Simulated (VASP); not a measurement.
# PrAl3Mo2 (P4/mmm) in VASP: a series of runs

Runs on PrAl3Mo2. Level: PBE. Tasks: single point, relaxation of cell and atoms.

Program: VASP 6.6.1. These are calculated values, not measurements. Logs are shortened: lines on timing, memory, paths and dates and some standing lists are left out, and cuts for length are marked.

### 1 The cell of the first run

It takes space group P4/mmm (No. 123, tetragonal). The conventional cell has a = 3.371 Å, b = 3.371 Å, c = 9.947 Å, α = 90.00°, β = 90.00°, γ = 90.00°. Pr (site symmetry 4/mmm) has 8 Al at 3.31 Å and 4 Pr at 3.37 Å and 2 Mo at 3.72 Å within 4.4 Å. Al (site symmetry 4mm) has 5 Al at 2.68 to 3.37 Å and 4 Mo at 2.78 Å and 4 Pr at 3.31 Å within 3.5 Å. Al (site symmetry 4/mmm) has 6 Al at 2.68 to 3.37 Å and 8 Mo at 2.69 Å within 3.5 Å. Within 3.4 Å of Mo (site symmetry 4mm) lie 5 Mo at 2.51 to 3.37 Å and 8 Al at 2.69 to 2.78 Å.

The cell was generated, and may not be a known phase.

### 2 Single point, PBE, collinear spin

File INCAR:

```
PREC     = Accurate       # precision mode
ENCUT    = 500            # plane-wave cutoff, eV
EDIFF    = 1E-6           # SCF threshold, eV
ISMEAR   = 0              # smearing method
SIGMA    = 0.1            # smearing width, eV
LREAL    = F              # projectors in reciprocal space
LASPH    = T              # aspherical terms in the spheres
NELM     = 200            # most SCF steps
ALGO     = Normal         # electronic algorithm
ISIF     = 2              # what is computed and relaxed
LWAVE    = F              # write WAVECAR
LCHARG   = F              # write CHGCAR
ISPIN    = 2              # spin polarisation
MAGMOM   = 0 0 0 0 1 1    # initial moments
LORBIT   = 11             # projections on sites
LMAXMIX  = 6              # l up to which the mixer works
GGA      = PE             # functional
NBANDS   = 37             # bands
GGA_COMPAT= F
```

File KPOINTS:

```
Automatic mesh
0
Gamma
  6 6 2
```

File POSCAR:

```
PrAl3Mo2
1.0
    3.3710911852      0.0000000000      0.0000000000
    0.0000000000      3.3710911852      0.0000000000
    0.0000000000      0.0000000000      9.9474196748
Pr Al Mo
1 3 2
Direct
    0.0000000000      0.0000000000      0.0000000000
    0.5000000000      0.5000000000      0.2308128892
    0.5000000000      0.5000000000      0.5000000000
    0.5000000000      0.5000000000      0.7691871108
    0.0000000000      0.0000000000      0.3737479898
    0.0000000000      0.0000000000      0.6262520102
```

Potentials or basis: VASP PAW PBE potentials, release 64 (Pr_3, Al, Mo_sv), 4f in core.

Command:

```bash
$ cat potpaw_PBE.64/Pr_3/POTCAR potpaw_PBE.64/Al/POTCAR potpaw_PBE.64/Mo_sv/POTCAR > POTCAR
$ mpirun -np 1 vasp_std > vasp.out
```

OUTCAR:

```text
PREC = Accurate
   ENCUT = 500
   EDIFF = 1E-6
   ISMEAR = 0
   LREAL = F
   LASPH = T
   NELM = 200
   ISIF = 2
   ISPIN = 2
   LORBIT = 11
   GGA = PE

 ion  position               nearest neighbor table
   1  0.000  0.000  0.000-   2 3.31   4 3.31   2 3.31   4 3.31   2 3.31   4 3.31   2 3.31   4 3.31

   2  0.500  0.500  0.231-   3 2.68   5 2.78   5 2.78   5 2.78   5 2.78   1 3.31   1 3.31   1 3.31
                             1 3.31
   3  0.500  0.500  0.500-   2 2.68   4 2.68   5 2.69   6 2.69   5 2.69   6 2.69   5 2.69   6 2.69
                             5 2.69   6 2.69
   4  0.500  0.500  0.769-   3 2.68   6 2.78   6 2.78   6 2.78   6 2.78   1 3.31   1 3.31   1 3.31
                             1 3.31
   5  0.000  0.000  0.374-   6 2.51   3 2.69   3 2.69   3 2.69   3 2.69   2 2.78   2 2.78   2 2.78
                             2 2.78
   6  0.000  0.000  0.626-   5 2.51   3 2.69   3 2.69   3 2.69   3 2.69   4 2.78   4 2.78   4 2.78
                             4 2.78

  LATTYP: Found a simple tetragonal cell.
 ALAT       =     3.3710911852
 C/A-ratio  =     2.9508011289

  Lattice vectors:

 A1 = (   3.3710911852,   0.0000000000,   0.0000000000)
 A2 = (   0.0000000000,   3.3710911852,   0.0000000000)
 A3 = (   0.0000000000,   0.0000000000,   9.9474196748)

Analysis of symmetry for initial positions (statically):
=====================================================================
 Subroutine PRICEL returns:
 Original cell was already a primitive cell.

 Routine SETGRP: Setting up the symmetry group for a
 simple tetragonal supercell.

 Subroutine GETGRP returns: Found 16 space group operations
 (whereof 16 operations were pure point group operations)
 out of a pool of 16 trial point group operations.

The static configuration has the point symmetry D_4h.

Analysis of symmetry for dynamics (positions and initial velocities):
=====================================================================
 Subroutine PRICEL returns:
 Original cell was already a primitive cell.

 Routine SETGRP: Setting up the symmetry group for a
 simple tetragonal supercell.

 Subroutine GETGRP returns: Found 16 space group operations
 (whereof 16 operations were pure point group operations)
 out of a pool of 16 trial point group operations.

The dynamic configuration has the point symmetry D_4h.

Analysis of structural, dynamic, and magnetic symmetry:
=====================================================================
 Subroutine PRICEL returns:
 Original cell was already a primitive cell.

 Routine SETGRP: Setting up the symmetry group for a
 simple tetragonal supercell.

 Subroutine GETGRP returns: Found 16 space group operations
 (whereof 16 operations were pure point group operations)
 out of a pool of 16 trial point group operations.

The overall configuration has the point symmetry D_4h.

 Subroutine INISYM returns: Found 16 space group operations
 (whereof 16 operations are pure point group operations),
 and found     1 'primitive' translations

----------------------------------------------------------------------------------------

                                     Primitive cell

  volume of cell :     113.0450

  direct lattice vectors                    reciprocal lattice vectors
     3.371091185  0.000000000  0.000000000     0.296639855  0.000000000  0.000000000
     0.000000000  3.371091185  0.000000000     0.000000000  0.296639855  0.000000000
     0.000000000  0.000000000  9.947419675     0.000000000  0.000000000  0.100528583

  length of vectors
     3.371091185  3.371091185  9.947419675     0.296639855  0.296639855  0.100528583

  position of ions in fractional coordinates (direct lattice)
     0.000000000  0.000000000  0.000000000
     0.500000000  0.500000000  0.230812889
     0.500000000  0.500000000  0.500000000
     0.500000000  0.500000000  0.769187111
     0.000000000  0.000000000  0.373747990
     0.000000000  0.000000000  0.626252010

  ion indices of the primitive-cell ions
   primitive index   ion index
                 1           1
                 2           2
                 3           3
                 4           4
                 5           5
                 6           6
[... 34 lines left out ...]
  0.333333  0.166667  0.000000      8.000000
[... 12 lines left out ...]
  0.500000  0.333333  0.500000      4.000000
  0.500000  0.500000  0.500000      1.000000
   k-points           NKPTS =     20   k-points in BZ     NKDIM =     20   number of bands    NBANDS=     37
   number of dos      NEDOS =    301   number of ions     NIONS =      6
   total plane-waves  NPLWV =  62720
   dimension x,y,z NGX =    28 NGY =   28 NGZ =   80
   dimension x,y,z NGXF=    56 NGYF=   56 NGZF=  160
   ions per type =               1   3   2
   NGX,Y,Z   is equivalent  to a cutoff of  13.81, 13.81, 13.37 a.u.
   NGXF,Y,Z  is equivalent  to a cutoff of  27.62, 27.62, 26.74 a.u.
 SYSTEM =  unknown system
   PREC   = accura    normal or accurate (medium, high low for compatibility)
   ISTART =      0    job   : 0-new  1-cont  2-samecut
   ICHARG =      2    charge: 1-file 2-atom 10-const
   ISPIN  =      2    spin polarized calculation?
   LNONCOLLINEAR =      F non collinear calculations
   LSORBIT =      F    spin-orbit coupling
   LASPH  =      T    aspherical Exc in radial PAW
   ENCUT  =  500.0 eV  36.75 Ry    6.06 a.u.   6.15  6.15 18.14*2*pi/ulx,y,z
   NELM   =    200;   NELMIN=  2; NELMDL= -5     # of ELM steps
   EDIFF  = 0.1E-05   stopping-criterion for ELM
   LREAL  =      F    real-space projection
   EDIFFG = 0.1E-04   stopping-criterion for IOM
   NSW    =      0    number of steps for IOM
   IBRION =     -1    ionic relax: 0-MD 1-quasi-New 2-CG
   NFREE  =      0    steps in history (QN), initial steepest desc. (CG)
   ISIF   =      2    stress and relaxation
   ISYM   =      2    0-nonsym 1-usesym 2-fastsym
   POTIM  = 0.5000    time-step for ionic-motion
   TEBEG  =    0.0;   TEEND  =   0.0 temperature during run
   PSTRESS=    0.0 pullay stress
   NELECT =      48.0000    total number of electrons
   NUPDOWN=      -1.0000    fix difference up-down
   EMIN   =  10.00;   EMAX   =-10.00  energy-range for DOS
   EFERMI =   0.00;   METHOD = LEGACY
   ISMEAR =     0;   SIGMA  =   0.10  broadening in eV -4-tet -1-fermi 0-gaus
   EFERMI_NEDOS =   21; number of points for ismear=-14 and -15
   IALGO  =     38    algorithm
   IMIX   =      4    mixing-type and parameters
     AMIX     =   0.40;   BMIX     =  1.00
     AMIX_MAG =   1.60;   BMIX_MAG =  1.00
  volume/ion in A,a.u.               =      18.84       127.14
  Fermi-wavevector in a.u.,A,eV,Ry     =   1.230471  2.325253 20.600026  1.514059
  Thomas-Fermi vector in A             =   2.365318
   LORBIT       =     11    0 simple, 1 ext, 2 COOP (PROOUT), +10 PAW based schemes
   GGA     = PE    functional components
   LHFCALC =     F    Hartree Fock is set to
   AEXX    =    0.0000 exact exchange contribution
   IVDW    =     0    specifies the selected vdW correction
   LEPSILON=     F    determine dielectric tensor
   LRPA    =     F    only Hartree local field effects (RPA)
 spin polarized calculation
 Gauss-broadening in eV      SIGMA  =   0.10
  energy-cutoff  :      500.00
  volume of cell :      113.05
 maximum number of plane-waves:      2920
 NGX is ok and might be reduce to    28
   NGX = 13   NGY = 13   NGZ = 37

 number of electron      48.0000000 magnetization       0.0033320

 Free energy of the ion-electron system (eV)
  ---------------------------------------------------
  ext. energy  EPLUGINS =         0.00000000
  ---------------------------------------------------
  free energy    TOTEN  =       -38.64084867 eV

  energy without entropy =      -38.62153254  energy(sigma->0) =      -38.63119061

 E-fermi :   7.8716     XC(G=0): -11.0335

 val. band max:        7.7849306292   @ k =   0.3333   0.1667   0.0000
 cond. band min:       7.8821783251   @ k =   0.5000   0.3333   0.5000
 fundamental gap:      0.0972476959
 Fermi energy:         7.8715723225

 spin component 1

 k-point     1 :       0.0000    0.0000    0.0000
  band No.  band energies     occupation
      1     -52.8855      1.00000
      2     -52.7453      1.00000
      3     -28.3148      1.00000
      4     -27.4769      1.00000
      5     -26.9201      1.00000
      6     -26.9201      1.00000
[... 769 lines left out ...]
     35      12.3356      0.00000
     36      12.3356      0.00000
 Fermi energy:         7.8715723225

 spin component 2

 k-point     1 :       0.0000    0.0000    0.0000
  band No.  band energies     occupation
      1     -52.8855      1.00000
      2     -52.7454      1.00000
      3     -28.3144      1.00000
      4     -27.4768      1.00000
      5     -26.9202      1.00000
      6     -26.9202      1.00000
[... 769 lines left out ...]
     35      12.3364      0.00000
     36      12.3364      0.00000
 [bands above 36 left out]

------------------------ aborting loop because EDIFF is reached ----------------------------------------

  FORCE on cell =-STRESS in cart. coord.  units (eV):
  Direction    XX          YY          ZZ          XY          YZ          ZX
  --------------------------------------------------------------------------------------
  -------------------------------------------------------------------------------------
  Total        0.0512611      0.0512611      0.0994628      0.0000000      0.0000000      0.0000000
  in kB        0.7265188      0.7265188      1.4096784      0.0000000      0.0000000      0.0000000
  external PRESSURE =       0.9542387 kB  Pullay stress =       0.0000000 kB

 VOLUME and BASIS-vectors are now :
 -----------------------------------------------------------------------------
  energy-cutoff  :      500.00
  volume of cell :      113.05
      direct lattice vectors                 reciprocal lattice vectors
     3.371091185  0.000000000  0.000000000     0.296639855  0.000000000  0.000000000
     0.000000000  3.371091185  0.000000000     0.000000000  0.296639855  0.000000000
     0.000000000  0.000000000  9.947419675     0.000000000  0.000000000  0.100528583

 POSITION                                       TOTAL-FORCE (eV/Angst)
 -----------------------------------------------------------------------------------
      0.00000      0.00000      0.00000        -0.000000      0.000000      0.000000
      1.68555      1.68555      2.29599        -0.000000     -0.000000     -0.007708
      1.68555      1.68555      4.97371        -0.000000      0.000000      0.000000
      1.68555      1.68555      7.65143        -0.000000     -0.000000      0.007708
      0.00000      0.00000      3.71783         0.000000      0.000000     -0.005758
      0.00000      0.00000      6.22959        -0.000000      0.000000      0.005758
 -----------------------------------------------------------------------------------
    total drift:                               -0.000000     -0.000000      0.000000

  FREE ENERGIE OF THE ION-ELECTRON SYSTEM (eV)
  ---------------------------------------------------
  free  energy   TOTEN  =       -38.6408486739 eV

  energy  without entropy=      -38.6215325392  energy(sigma->0) =      -38.63119061

 total charge

# of ion       s       p       d       tot
------------------------------------------
    1        2.096   5.748   1.001   8.845
    2        0.421   0.373   0.000   0.795
    3        0.410   0.436   0.000   0.846
    4        0.421   0.373   0.000   0.795
    5        2.310   6.142   4.057  12.508
    6        2.310   6.142   4.057  12.508
--------------------------------------------------
tot          7.969  19.213   9.115  36.297

 magnetization (x)

# of ion       s       p       d       tot
------------------------------------------
    1        0.000   0.000   0.000   0.000
    2       -0.000   0.000   0.000   0.000
    3        0.000   0.000   0.000   0.000
    4       -0.000   0.000   0.000   0.000
    5        0.000   0.000   0.000   0.000
    6        0.000   0.000   0.000   0.000
--------------------------------------------------
tot          0.000   0.000   0.001   0.001
```

Wall time 80 s (1 thread of Intel Xeon 6975P-C (Granite Rapids), shared host); peak memory 0.35 GiB.

Results:

| Property | Result |
| --- | --- |
| Free energy | -38.6408 eV |
| Pressure | 0.1 GPa |
| Largest force | 0.008 eV/Å |
| Band gap on the k mesh | zero (filled and empty bands overlap) |
| Net moment | 0.00 μB per cell |
| Valence electrons inside the program's atomic spheres | Pr 8.85; Al 0.80, 0.85 (each value once); Mo 12.51 |

Forces in eV/Å, atoms in the order of the input:
```
Pr   0.000  0.000  0.000
Al   0.000  0.000 -0.008
Al   0.000  0.000  0.000
Al   0.000  0.000  0.008
Mo   0.000  0.000 -0.006
Mo   0.000  0.000  0.006
```

Levels at points of the mesh, in eV from the Fermi level:
Spin up:
```
           k point  band 21  band 22  band 23  band 24  band 25  band 26  band 27  band 28
(0.00, 0.00, 0.00)    -1.68    -1.68    -0.67     0.18     0.65     0.65     0.85     2.60
(0.50, 0.00, 0.00)    -1.41    -1.24    -0.88    -0.62    -0.37     0.21     0.48     1.24
(0.50, 0.50, 0.00)    -1.76    -1.76     0.30     0.78     0.78     1.29     1.76     1.77
(0.00, 0.00, 0.50)    -1.69    -1.47    -0.64     0.18     0.80     0.80     0.85     2.02
(0.50, 0.00, 0.50)    -1.54    -1.25    -0.88    -0.85    -0.64     0.02     0.74     1.30
(0.50, 0.50, 0.50)    -2.16    -2.08    -0.41     0.03     0.90     0.90     1.77     2.14
```
Spin down:
```
           k point  band 20  band 21  band 22  band 23  band 24  band 25  band 26  band 27  band 28  band 29
(0.00, 0.00, 0.00)    -1.81    -1.68    -1.68    -0.67     0.18     0.65     0.65     0.85     2.60     2.67
(0.50, 0.00, 0.00)    -1.78    -1.41    -1.24    -0.88    -0.62    -0.37     0.22     0.48     1.24     1.91
(0.50, 0.50, 0.00)    -2.29    -1.76    -1.76     0.30     0.78     0.78     1.29     1.77     1.77     1.86
(0.00, 0.00, 0.50)    -1.69    -1.69    -1.47    -0.64     0.18     0.80     0.80     0.85     2.02     2.53
(0.50, 0.00, 0.50)    -1.54    -1.53    -1.25    -0.88    -0.85    -0.64     0.02     0.74     1.30     1.92
(0.50, 0.50, 0.50)    -2.16    -2.16    -2.08    -0.41     0.03     0.90     0.90     1.77     2.14     2.65
```

Caveat: the magnetic or orbital state may not be the lowest; the moments typed at the start vanished in this run; spin-orbit coupling is left out, which moves the levels of the heavy elements; the 4f electrons are frozen in the core, so they carry no moment and show no levels.

### 3 Relaxation of cell and atoms, PBE

File INCAR:

```
PREC = Accurate ; ENCUT = 500
EDIFF = 1E-7 ; ISMEAR = 0
SIGMA = 0.1 ; LREAL = F
LASPH = T ; NELM = 200
ALGO = Normal ; ISIF = 3
LWAVE = F ; LCHARG = F
GGA = PE ; IBRION = 2
NSW = 100 ; EDIFFG = -0.01
GGA_COMPAT = F ; NELMIN = 4
LMAXMIX = 6
```

File KPOINTS:

```
Automatic mesh
0
Gamma
  12 12 4
```

POSCAR is that of step 2.

Potentials or basis: VASP PAW PBE potentials, release 64 (Pr_3, Al, Mo_sv), 4f in core.

Command:

```bash
$ cat potpaw_PBE.64/Pr_3/POTCAR potpaw_PBE.64/Al/POTCAR potpaw_PBE.64/Mo_sv/POTCAR > POTCAR
$ mpirun -np 1 vasp_std > vasp.out
```

It took 9 min on 1 thread of Intel Xeon 6975P-C (Granite Rapids), shared host; peak memory 0.41 GiB.

The run converged. Its results:

```
Free energy                           : -38.5872 eV
Relaxed volume                        : 18.92 Å³/atom
Relaxed cell                          : a = 3.375 Å, b = 3.375 Å, c = 9.964 Å, α = 90.00°, β = 90.00°, γ = 90.00°
Space group after relaxing (to 0.1 Å) : P4/mmm (No. 123)
Energy gained by relaxing             : 0.2 meV/atom
Ionic steps                           : 7
Pressure after relaxing               : 0.0 GPa
Largest force after relaxing          : 0.003 eV/Å
Band gap on the k mesh                : zero (bands 24 and 25 overlap by 1.44 eV)
```

Forces in eV/Å, atoms in the order of the input:
```
Pr   0.000  0.000  0.000
Al   0.000  0.000  0.003
Al   0.000  0.000  0.000
Al   0.000  0.000 -0.003
Mo   0.000  0.000 -0.001
Mo   0.000  0.000  0.001
```

Step by step:
```tsv
step	energy change (eV)	largest force (eV/Å)	pressure (GPa)	volume (Å³)
1	0.0000	0.1003	0.19	113.05
2	-0.0009	0.0328	-0.04	113.41
3	-0.0010	0.0289	-0.08	113.48
4	-0.0011	0.0173	0.08	113.38
5	-0.0011	0.0179	0.08	113.38
6	-0.0012	0.0114	0.04	113.43
7	-0.0012	0.0031	0.00	113.50
```

Final structure:
```xyz
6
Lattice="3.3749 0.0000 0.0000 0.0000 3.3749 0.0000 0.0000 0.0000 9.9644" Properties=species:S:1:pos:R:3 pbc="T T T"
Pr    0.0000    0.0000    0.0000
Al    1.6875    1.6875    2.3058
Al    1.6875    1.6875    4.9822
Al    1.6875    1.6875    7.6586
Mo    0.0000    0.0000    3.7329
Mo    0.0000    0.0000    6.2315
```

Levels at points of the mesh, in eV from the Fermi level:
| k point | band 22 | band 23 | band 24 | band 25 | band 26 | band 27 |
| --- | --- | --- | --- | --- | --- | --- |
| (0.00, 0.00, 0.00) | -1.66 | -0.67 | 0.21 | 0.71 | 0.71 | 0.90 |
| (0.50, 0.00, 0.00) | -1.23 | -0.82 | -0.59 | -0.36 | 0.22 | 0.56 |
| (0.50, 0.50, 0.00) | -1.72 | 0.33 | 0.80 | 0.80 | 1.33 | 1.77 |
| (0.00, 0.00, 0.50) | -1.45 | -0.63 | 0.21 | 0.86 | 0.86 | 0.90 |
| (0.50, 0.00, 0.50) | -1.24 | -0.82 | -0.80 | -0.59 | 0.03 | 0.80 |
| (0.50, 0.50, 0.50) | -2.04 | -0.39 | 0.07 | 0.90 | 0.90 | 1.80 |

Caveat: spin-orbit coupling is left out, which moves the levels of the heavy elements; the 4f electrons are frozen in the core, so they carry no moment and show no levels. Spin polarisation is off, so any magnetic state and its effect on volume and gap are missing.

The gap in the log of VASP goes by the Fermi energy; the results here count the filled bands.